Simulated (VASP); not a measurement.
In3GaSb2N2:

```
CELL_PARAMETERS angstrom
3.54480 0.00000 0.00000
-1.77240 3.06989 0.00000
0.00000 0.00000 15.75751
ATOMIC_POSITIONS crystal
In 0.66667 0.33333 0.58789
In 0.66667 0.33333 0.91051
In 0.00000 0.00000 0.08966
Ga 0.00000 0.00000 0.41481
Sb 0.00000 0.00000 0.74975
Sb 0.66667 0.33333 0.25156
N 0.33333 0.66667 0.49566
N 0.33333 0.66667 0.00015
```

The cell was generated, and may not be a known phase.

* Program: VASP 6.6.1
* Task: relaxation of cell and atoms
* Functional: PBE
* Potentials or basis: VASP PAW PBE potentials, release 64 (In_d, Ga_d, Sb, N)
* Cutoff: 800 eV
* k mesh: 4 × 4 × 1
* Occupations: gaussian, width 0.15 eV
* Spin: no spin polarisation

At the start: pressure -6.5 GPa; volume 21.43 Å³/atom.

How do energy, volume and symmetry change on relaxing?

Over 36 steps the energy falls by 149.6 meV/atom and the volume is 20.73 Å³/atom (-3.3 %); space group P3m1 (No. 156, to 0.1 Å) before and after.

Step by step:
```csv
step,energy change (eV),largest force (eV/Å),pressure (GPa),volume (Å³)
1,0.0000,0.9015,-6.45,171.48
2,-0.3744,0.4289,2.89,150.91
3,-0.4145,0.3624,0.21,155.33
4,-0.4304,0.3668,0.09,155.55
5,-0.4507,0.3513,-0.18,156.19
6,-0.4641,0.3641,-0.23,156.07
7,-0.5013,0.3741,-0.23,155.70
8,-0.5465,0.4099,0.07,154.95
9,-0.5870,0.3380,-0.09,155.06
10,-0.6074,0.4614,-0.15,155.15
11,-0.6371,0.5194,0.06,154.99
12,-0.7281,0.6746,0.76,154.49
13,-0.7782,1.0443,2.57,153.39
14,-0.7939,0.9188,1.77,153.82
15,-0.8280,0.9219,1.28,155.03
16,-0.8837,0.9461,0.03,158.69
17,-0.8897,0.9538,-0.36,160.13
18,-0.9372,0.8952,-0.41,160.34
19,-1.0543,0.6853,-0.36,160.96
20,-1.1245,0.2308,0.45,162.21
21,-1.1331,0.2412,0.09,161.82
22,-1.1340,0.2278,0.16,161.91
23,-1.1530,0.1801,-0.01,162.60
24,-1.1564,0.2277,-0.10,163.05
25,-1.1619,0.1508,0.09,162.77
26,-1.1637,0.1231,0.29,162.48
27,-1.1670,0.1179,-0.16,163.51
28,-1.1671,0.1284,-0.25,163.72
29,-1.1709,0.1313,-0.11,163.54
30,-1.1753,0.2228,0.28,163.09
31,-1.1777,0.2163,0.26,163.25
32,-1.1841,0.1938,0.22,163.74
33,-1.1927,0.1362,0.19,164.71
34,-1.1831,0.2151,0.29,166.67
35,-1.1940,0.1028,0.19,165.17
36,-1.1971,0.0626,-0.02,165.82
```

Final structure:
```yaml
crystal:
  lattice:
    - [3.37950, 0.00000, 0.00000]
    - [-1.68975, 2.92673, 0.00000]
    - [0.00000, 0.00000, 16.76528]
  atoms:
    - { symbol: In, position: [0.66667, 0.33333, 0.61627] }
    - { symbol: In, position: [0.66667, 0.33333, 0.92827] }
    - { symbol: In, position: [0.00000, 0.00000, 0.09184] }
    - { symbol: Ga, position: [0.00000, 0.00000, 0.41883] }
    - { symbol: Sb, position: [0.00000, 0.00000, 0.78220] }
    - { symbol: Sb, position: [0.66667, 0.33333, 0.23017] }
    - { symbol: N, position: [0.33333, 0.66667, 0.42847] }
    - { symbol: N, position: [0.33333, 0.66667, 0.00396] }
```

Caveat: the k points lie up to 0.54 Å⁻¹ apart in the final cell, too coarse for converged energies and pressures of a metal; the relaxation stopped at a loose force limit of 0.08 eV/Å, so its end isn't a converged minimum.
